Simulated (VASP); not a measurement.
Input of a VASP 6.6.1 run:

INCAR

```
PREC = Accurate ; ENCUT = 600
EDIFF = 1E-6 ; ISMEAR = 0
SIGMA = 0.2 ; LREAL = False
LASPH = True ; NELM = 120
ALGO = Normal ; ISIF = 2
LWAVE = False ; LCHARG = False
GGA = PE ; NBANDS = 54
GGA_COMPAT = False
```

File KPOINTS:

```
Automatic mesh
0
Gamma
  3 3 3
```

POSCAR

```
NbC2
1.0
    5.1368151153      0.0000000000      0.0000000000
    0.0000000000      5.1368151153      0.0000000000
    0.0000000000      0.0000000000      5.1368151153
Nb C
4 8
Direct
    0.0000000000      0.0000000000      0.0000000000
    0.5000000000      0.0000000000      0.5000000000
    0.0000000000      0.5000000000      0.5000000000
    0.5000000000      0.5000000000      0.0000000000
    0.9229970214      0.0770029786      0.5770029786
    0.0770029786      0.9229970214      0.4229970214
    0.0770029786      0.5770029786      0.9229970214
    0.9229970214      0.4229970214      0.0770029786
    0.5770029786      0.9229970214      0.0770029786
    0.4229970214      0.0770029786      0.9229970214
    0.5770029786      0.5770029786      0.5770029786
    0.4229970214      0.4229970214      0.4229970214
```

Potentials or basis: VASP PAW PBE potentials, release 64 (Nb_sv, C).

Run with:

```bash
$ cat potpaw_PBE.64/Nb_sv/POTCAR potpaw_PBE.64/C/POTCAR > POTCAR
$ mpirun -np 1 vasp_std > vasp.out
```

**Question.** Predict the pressure.

**Answer.** -0.5 GPa.

**Question.** Predict the largest force.

**Answer.** 0.137 eV/Å.

**Question.** What does it give for the band gap on the k mesh?

**Answer.** Zero (band 42 reaches 9.71 eV, above the bottom of band 43 at 8.11 eV).

Forces on the atoms (eV/Å):
```
Nb   0.000  0.000  0.000
Nb   0.000  0.000  0.000
Nb   0.000  0.000  0.000
Nb   0.000  0.000  0.000
C   -0.079  0.079  0.079
C    0.079 -0.079 -0.079
C    0.079  0.079 -0.079
C   -0.079 -0.079  0.079
C    0.079 -0.079  0.079
C   -0.079  0.079 -0.079
C    0.079  0.079  0.079
C   -0.079 -0.079 -0.079
```

Caveat: the k points lie up to 0.41 Å⁻¹ apart.
